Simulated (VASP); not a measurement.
Runs of VASP 6.6.1 on AlZn2. The structure is that of space group Fd-3m (No. 227), or close to it. The cells are those of the table. 

```csv
task,cell,k mesh,cutoff (eV),gap on the mesh (eV),pressure (GPa),relaxed volume (Å³/atom)
relaxation of cell and atoms,"relaxed from a = 5.149 Å, angles 60.0°, 6 atoms",10 × 10 × 10,600,none,0.1,16.17
single point,"a = 5.154 Å, angles 60.0°, 6 atoms",10 × 10 × 10,520,none,0.1,-
relaxation of cell and atoms,"relaxed from a = 4.976 Å, angles 60.0°, 6 atoms",4 × 4 × 4,600,none,0.0,(a)
single point,"a = 5.149 Å, angles 60.0°, 6 atoms",4 × 4 × 4,520,none,0.2,-
single point,"a = 4.976 Å, angles 60.0°, 6 atoms",4 × 4 × 4,520,none,9.4,-
```

Alike in all rows: level PBE; potentials or basis VASP PAW PBE potentials, release 64 (Al, Zn); no spin polarisation; smearing gaussian 0.1 eV.

Fill in the values left out.

(a) 16.13.

Caveats: some runs use coarse meshes.

A gap of «none» marks levels without a gap at the run's occupations.
